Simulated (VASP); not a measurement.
# HfC (P6_3/mmc) in VASP: a series of runs

Runs on HfC. Level: PBEsol. Tasks: single point.

Everything below comes from runs of VASP 6.6.1. Logs are shortened: lines on timing, memory, paths and dates and some standing lists are left out, and cuts for length are marked.

## Step 1: The cell of the first run

It takes space group P6_3/mmc (No. 194, hexagonal). The conventional cell has a = 3.343 Å, b = 3.343 Å, c = 5.203 Å, α = 90.00°, β = 90.00°, γ = 120.00°. Within 3.1 Å of Hf (site symmetry -6m2) lie 6 C at 2.33 Å. Within 3.1 Å of C (site symmetry -3m) lie 6 Hf at 2.33 Å and 2 C at 2.60 Å.

## Step 2: Single point, PBEsol

Input file INCAR:

```
SYSTEM = HfC
ALGO = Normal
EDIFF = 1E-6
ENCUT = 520
GGA = PS
ISIF = 2
ISMEAR = -1
LASPH = .True.
LCHARG = .False.
LREAL = .False.
LWAVE = .False.
NBANDS = 22
NELM = 60
PREC = Accurate
SIGMA = 0.05
```

Input file KPOINTS:

```
k-points
0
Gamma
  3 3 2
  0 0 0
```

Input file POSCAR:

```
HfC
1.0
    3.3428660000      0.0000000000      0.0000000000
   -1.6714330000      2.8950070000      0.0000000000
    0.0000000000      0.0000000000      5.2027140000
Hf C
2 2
Direct
    0.6666666667      0.3333333333      0.7500000000
    0.3333333333      0.6666666667      0.2500000000
    0.0000000000      0.0000000000      0.0000000000
    0.0000000000      0.0000000000      0.5000000000
```

Potentials or basis: VASP PAW PBE potentials, release 64 (Hf_pv, C).

The run is started by

```sh
$ cat potpaw_PBE.64/Hf_pv/POTCAR potpaw_PBE.64/C/POTCAR > POTCAR
$ mpirun -np 1 vasp_std > vasp.out
```

OUTCAR:

```text
SYSTEM = HfC
   EDIFF = 1E-6
   ENCUT = 520
   GGA = PS
   ISIF = 2
   ISMEAR = -1
   LASPH = .True.
   LREAL = .False.
   NELM = 60
   PREC = Accurate

 ion  position               nearest neighbor table
   1  0.667  0.333  0.750-   3 2.33   4 2.33   3 2.33   4 2.33   3 2.33   4 2.33   2 3.24   2 3.24
                             2 3.24   2 3.24   2 3.24   2 3.24
   2  0.333  0.667  0.250-   3 2.33   4 2.33   3 2.33   4 2.33   3 2.33   4 2.33   1 3.24   1 3.24
                             1 3.24   1 3.24   1 3.24   1 3.24
   3  0.000  0.000  0.000-   1 2.33   2 2.33   1 2.33   2 2.33   1 2.33   2 2.33
   4  0.000  0.000  0.500-   1 2.33   2 2.33   1 2.33   2 2.33   1 2.33   2 2.33

  LATTYP: Found a hexagonal cell.
 ALAT       =     3.3428660000
 C/A-ratio  =     1.5563633122

  Lattice vectors:

 A1 = (   3.3428660000,   0.0000000000,   0.0000000000)
 A2 = (  -1.6714330000,   2.8950070000,   0.0000000000)
 A3 = (   0.0000000000,   0.0000000000,   5.2027140000)

Analysis of symmetry for initial positions (statically):
=====================================================================
 Subroutine PRICEL returns:
 Original cell was already a primitive cell.

 Routine SETGRP: Setting up the symmetry group for a
 hexagonal supercell.

 Subroutine GETGRP returns: Found 24 space group operations
 (whereof 12 operations were pure point group operations)
 out of a pool of 24 trial point group operations.

The static configuration has the point symmetry D_3d.
 The point group associated with its full space group is D_6h.

Analysis of symmetry for dynamics (positions and initial velocities):
=====================================================================
 Subroutine PRICEL returns:
 Original cell was already a primitive cell.

 Routine SETGRP: Setting up the symmetry group for a
 hexagonal supercell.

 Subroutine GETGRP returns: Found 24 space group operations
 (whereof 12 operations were pure point group operations)
 out of a pool of 24 trial point group operations.

The dynamic configuration has the point symmetry D_3d.
 The point group associated with its full space group is D_6h.

 Subroutine INISYM returns: Found 24 space group operations
 (whereof 12 operations are pure point group operations),
 and found     1 'primitive' translations

----------------------------------------------------------------------------------------

                                     Primitive cell

  volume of cell :      50.3499

  direct lattice vectors                    reciprocal lattice vectors
     3.342866000  0.000000000  0.000000000     0.299144507  0.172711154  0.000000000
    -1.671433000  2.895007000  0.000000000     0.000000000  0.345422308  0.000000000
     0.000000000  0.000000000  5.202714000     0.000000000  0.000000000  0.192207375

  length of vectors
     3.342866000  3.342866106  5.202714000     0.345422319  0.345422308  0.192207375

  position of ions in fractional coordinates (direct lattice)
     0.666666667  0.333333333  0.750000000
     0.333333333  0.666666667  0.250000000
     0.000000000  0.000000000  0.000000000
     0.000000000  0.000000000  0.500000000

  ion indices of the primitive-cell ions
   primitive index   ion index
                 1           1
                 2           2
                 3           3
                 4           4

----------------------------------------------------------------------------------------

 KPOINTS: k-points

Automatic generation of k-mesh.
 Grid dimensions read from file:
 generate k-points for:    3    3    2

 Generating k-lattice:

  Cartesian coordinates                     Fractional coordinates (reciprocal lattice)
     0.099714836  0.057570385  0.000000000     0.333333333 -0.000000000  0.000000000
     0.000000000  0.115140769  0.000000000     0.000000000  0.333333333  0.000000000
     0.000000000  0.000000000  0.096103687     0.000000000  0.000000000  0.500000000

  Length of vectors
     0.115140773  0.115140769  0.096103687

  Shift w.r.t. Gamma in fractional coordinates (k-lattice)
     0.000000000  0.000000000  0.000000000

 Subroutine IBZKPT returns following result:
 ===========================================

 Found      6 irreducible k-points:

 Following reciprocal coordinates:
            Coordinates               Weight
  0.000000  0.000000  0.000000      1.000000
  0.333333  0.000000  0.000000      6.000000
  0.333333  0.333333  0.000000      2.000000
  0.000000  0.000000  0.500000      1.000000
  0.333333  0.000000  0.500000      6.000000
  0.333333  0.333333  0.500000      2.000000
   k-points           NKPTS =      6   k-points in BZ     NKDIM =      6   number of bands    NBANDS=     22
   number of dos      NEDOS =    301   number of ions     NIONS =      4
   total plane-waves  NPLWV =  31360
   dimension x,y,z NGX =    28 NGY =   28 NGZ =   40
   dimension x,y,z NGXF=    56 NGYF=   56 NGZF=   80
   ions per type =               2   2
   NGX,Y,Z   is equivalent  to a cutoff of  13.92, 13.92, 12.78 a.u.
   NGXF,Y,Z  is equivalent  to a cutoff of  27.85, 27.85, 25.56 a.u.
 SYSTEM =  HfC
   PREC   = accura    normal or accurate (medium, high low for compatibility)
   ISTART =      0    job   : 0-new  1-cont  2-samecut
   ICHARG =      2    charge: 1-file 2-atom 10-const
   ISPIN  =      1    spin polarized calculation?
   LNONCOLLINEAR =      F non collinear calculations
   LSORBIT =      F    spin-orbit coupling
   LASPH  =      T    aspherical Exc in radial PAW
   ENCUT  =  520.0 eV  38.22 Ry    6.18 a.u.   6.22  6.22  9.67*2*pi/ulx,y,z
   NELM   =     60;   NELMIN=  2; NELMDL= -5     # of ELM steps
   EDIFF  = 0.1E-05   stopping-criterion for ELM
   LREAL  =      F    real-space projection
   EDIFFG = 0.1E-04   stopping-criterion for IOM
   NSW    =      0    number of steps for IOM
   IBRION =     -1    ionic relax: 0-MD 1-quasi-New 2-CG
   NFREE  =      0    steps in history (QN), initial steepest desc. (CG)
   ISIF   =      2    stress and relaxation
   ISYM   =      2    0-nonsym 1-usesym 2-fastsym
   POTIM  = 0.5000    time-step for ionic-motion
   TEBEG  =    0.0;   TEEND  =   0.0 temperature during run
   PSTRESS=    0.0 pullay stress
   NELECT =      28.0000    total number of electrons
   NUPDOWN=      -1.0000    fix difference up-down
   EMIN   =  10.00;   EMAX   =-10.00  energy-range for DOS
   EFERMI =   0.00;   METHOD = LEGACY
   ISMEAR =    -1;   SIGMA  =   0.05  broadening in eV -4-tet -1-fermi 0-gaus
   EFERMI_NEDOS =   21; number of points for ismear=-14 and -15
   IALGO  =     38    algorithm
   IMIX   =      4    mixing-type and parameters
     AMIX     =   0.40;   BMIX     =  1.00
     AMIX_MAG =   1.60;   BMIX_MAG =  1.00
  volume/ion in A,a.u.               =      12.59        84.94
  Fermi-wavevector in a.u.,A,eV,Ry     =   1.346257  2.544057 24.659309  1.812408
  Thomas-Fermi vector in A             =   2.474104
   LORBIT       =      0    0 simple, 1 ext, 2 COOP (PROOUT), +10 PAW based schemes
   GGA     = PS    functional components
   LHFCALC =     F    Hartree Fock is set to
   AEXX    =    0.0000 exact exchange contribution
   IVDW    =     0    specifies the selected vdW correction
   LEPSILON=     F    determine dielectric tensor
   LRPA    =     F    only Hartree local field effects (RPA)
 non-spin polarized calculation
  energy-cutoff  :      520.00
  volume of cell :       50.35
 maximum number of plane-waves:      1375
 NGX is ok and might be reduce to    28
   NGX = 13   NGY = 13   NGZ = 19

 number of electron      28.0000002 magnetization

 Free energy of the ion-electron system (eV)
  ---------------------------------------------------
  ext. energy  EPLUGINS =         0.00000000
  ---------------------------------------------------
  free energy    TOTEN  =       -43.60878903 eV

  energy without entropy =      -43.59104175  energy(sigma->0) =      -43.59991539

 E-fermi :   7.1737     XC(G=0): -12.4053

 val. band max:        6.9122885402   @ k =   0.3333   0.3333   0.0000
 cond. band min:       7.2526847673   @ k =   0.3333   0.3333   0.0000
 fundamental gap:      0.3403962271
 Fermi energy:         7.1736805649

 k-point     1 :       0.0000    0.0000    0.0000
  band No.  band energies     occupation
      1     -24.3019      2.00000
      2     -23.7345      2.00000
      3     -23.7345      2.00000
      4     -23.6438      2.00000
      5     -23.6438      2.00000
      6     -23.5553      2.00000
[... 14 lines left out ...]
     21      10.2878      0.00000
     22      14.4390      0.00000

 k-point     2 :       0.3333    0.0000    0.0000
  band No.  band energies     occupation
      1     -24.1046      2.00000
      2     -24.0858      2.00000
      3     -23.9646      2.00000
      4     -23.8570      2.00000
      5     -23.6763      2.00000
      6     -23.6577      2.00000
[... 14 lines left out ...]
     21      12.5542      0.00000
     22      13.2194      0.00000

 k-point     3 :       0.3333    0.3333    0.0000
  band No.  band energies     occupation
      1     -24.1732      2.00000
      2     -23.9786      2.00000
      3     -23.9786      2.00000
      4     -23.8906      2.00000
      5     -23.8428      2.00000
      6     -23.8428      2.00000
[... 14 lines left out ...]
     21      14.5896      0.00000
     22      14.5897      0.00000

 k-point     4 :       0.0000    0.0000    0.5000
  band No.  band energies     occupation
      1     -23.9430      2.00000
      2     -23.9430      2.00000
      3     -23.6892      2.00000
      4     -23.6892      2.00000
      5     -23.6892      2.00000
      6     -23.6892      2.00000
[... 14 lines left out ...]
     21      11.1664      0.00000
     22      11.1664      0.00000

 k-point     5 :       0.3333    0.0000    0.5000
  band No.  band energies     occupation
      1     -24.1557      2.00000
      2     -24.1557      2.00000
      3     -23.7675      2.00000
      4     -23.7675      2.00000
      5     -23.7497      2.00000
      6     -23.7497      2.00000
[... 14 lines left out ...]
     21      13.3699      0.00000
     22      13.3699      0.00000

 k-point     6 :       0.3333    0.3333    0.5000
  band No.  band energies     occupation
      1     -24.1379      2.00000
      2     -24.1379      2.00000
      3     -24.0342      2.00000
      4     -24.0342      2.00000
      5     -23.6755      2.00000
      6     -23.6755      2.00000
[... 14 lines left out ...]
     21      13.3807      0.00000
     22      13.3807      0.00000

------------------------ aborting loop because EDIFF is reached ----------------------------------------

  FORCE on cell =-STRESS in cart. coord.  units (eV):
  Direction    XX          YY          ZZ          XY          YZ          ZX
  --------------------------------------------------------------------------------------
  -------------------------------------------------------------------------------------
  Total       -3.2959419     -3.2959422     -0.7956904      0.0000000      0.0000000      0.0000000
  in kB     -104.8797372   -104.8797461    -25.3195601      0.0000000      0.0000000      0.0000000
  external PRESSURE =     -78.3596811 kB  Pullay stress =       0.0000000 kB

 VOLUME and BASIS-vectors are now :
 -----------------------------------------------------------------------------
  energy-cutoff  :      520.00
  volume of cell :       50.35
      direct lattice vectors                 reciprocal lattice vectors
     3.342866000  0.000000000  0.000000000     0.299144507  0.172711154  0.000000000
    -1.671433000  2.895007000  0.000000000     0.000000000  0.345422308  0.000000000
     0.000000000  0.000000000  5.202714000     0.000000000  0.000000000  0.192207375

 POSITION                                       TOTAL-FORCE (eV/Angst)
 -----------------------------------------------------------------------------------
      1.67143      0.96500      3.90204         0.000000     -0.000000      0.000000
     -0.00000      1.93000      1.30068         0.000000      0.000000      0.000000
      0.00000      0.00000      0.00000        -0.000000     -0.000000      0.000000
      0.00000      0.00000      2.60136        -0.000000     -0.000000      0.000000
 -----------------------------------------------------------------------------------
    total drift:                               -0.000000      0.000000     -0.000000

  FREE ENERGIE OF THE ION-ELECTRON SYSTEM (eV)
  ---------------------------------------------------
  free  energy   TOTEN  =       -43.6087890327 eV

  energy  without entropy=      -43.5910417521  energy(sigma->0) =      -43.59991539
```

Run time: 4.9 s. Hardware: 1 thread of Intel Xeon 6975P-C (Granite Rapids), shared host; peak memory 0.17 GiB.

What came out:

* Free energy: -43.6088 eV
* Pressure: -7.8 GPa
* Band gap on the k mesh: zero (filled and empty bands touch)

Caveat: the k points lie up to 0.72 Å⁻¹ apart; the PAW data sets were made with another functional, which shifts forces and pressure a little; spin-orbit coupling is left out, which moves the levels of the heavy elements.

## Step 3: Single point, PBEsol

Input file INCAR:

```
PREC = Accurate
ENCUT = 520
EDIFF = 1E-6
ISMEAR = -1
SIGMA = 0.05
LREAL = False
LASPH = True
NELM = 100
ALGO = Normal
ISIF = 2
LWAVE = False
LCHARG = True
GGA = PS
LELF = True
LVHAR = True
NBANDS = 22
```

Input file KPOINTS:

```
regular mesh
0
Gamma
  8 8 5
```

POSCAR is that of step 2.

Potentials or basis: VASP PAW PBE potentials, release 64 (Hf_pv, C).

The run is started by

```sh
$ cat potpaw_PBE.64/Hf_pv/POTCAR potpaw_PBE.64/C/POTCAR > POTCAR
$ mpirun -np 1 vasp_std > vasp.out
```

It took 15 s on 1 thread of Intel Xeon 6975P-C (Granite Rapids), shared host; peak memory 0.18 GiB.

Results (log left out):

| Item | Value |
| --- | --- |
| Free energy | -43.5875 eV |
| Pressure | -7.9 GPa |
| Band gap on the k mesh | zero (band 14 reaches 7.25 eV, above the bottom of band 15 at 6.08 eV) |

Stress tensor (GPa, compression positive):
```
-8.91  0.00  0.00
 0.00 -8.91  0.00
 0.00  0.00 -5.84
```

Levels at points of the mesh, in eV from the Fermi level:
| k point | band 11 | band 12 | band 13 | band 14 | band 15 | band 16 | band 17 | band 18 |
| --- | --- | --- | --- | --- | --- | --- | --- | --- |
| (0.00, 0.00, 0.00) | -3.00 | -1.10 | -1.10 | 1.09 | 1.52 | 1.52 | 1.99 | 1.99 |
| (0.50, 0.00, 0.00) | -3.37 | -3.19 | -1.72 | -1.02 | 1.57 | 4.40 | 4.82 | 4.88 |

Caveat: the PAW data sets were made with another functional, which shifts forces and pressure a little; spin-orbit coupling is left out, which moves the levels of the heavy elements.
